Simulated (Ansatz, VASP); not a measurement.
Two plane-wave programs on Tl12H

```
Tl H
1.0
     6.92600    0.00000    0.00000
    -5.19450    8.99714    0.00000
     0.00000    0.00000    5.53900
Tl H
12 1
Cartesian
  0.0040 1.9906 1.4022
  1.7406 1.0244 4.1554
  -1.7631 4.9677 1.3470
  -0.0025 3.9407 4.1739
  -3.4709 8.0165 1.4188
  -1.7490 7.0424 4.1915
  3.4536 1.9723 1.3824
  5.1905 1.0081 4.1374
  1.7580 4.9530 1.3463
  3.4706 3.9775 4.1174
  -0.0023 8.0550 1.3690
  1.7599 7.0321 4.1930
  0.0256 5.9577 2.7410
```

Alike in both runs: functional PBEsol; k mesh 3 × 2 × 3; occupations fermi-dirac, width 0.05 eV; no spin polarisation.

Ansatz relaxed the structure, and its values are those at the end. VASP's run is a single point on that final structure, the one shown.

|  | VASP | Ansatz |
| --- | --- | --- |
| version | VASP 6.6.1 | Ansatz 0.2.0 |
| potentials or method | VASP PAW PBE potentials, release 64 (Tl_d, H), cutoff 520 eV | scalar-relativistic, plane waves, PAW |
| valence electrons in the cell | 157 | 157 |

|  | VASP | Ansatz | Ansatz less VASP |
| --- | --- | --- | --- |
| rms of the force components (eV/Å) | 0.025 | 0.025 | +0.0002 |

VASP's potentials were made for PBE, not for PBEsol.

The k mesh is coarse, so the values compare programs but aren't converged. Spin-orbit coupling is off throughout.
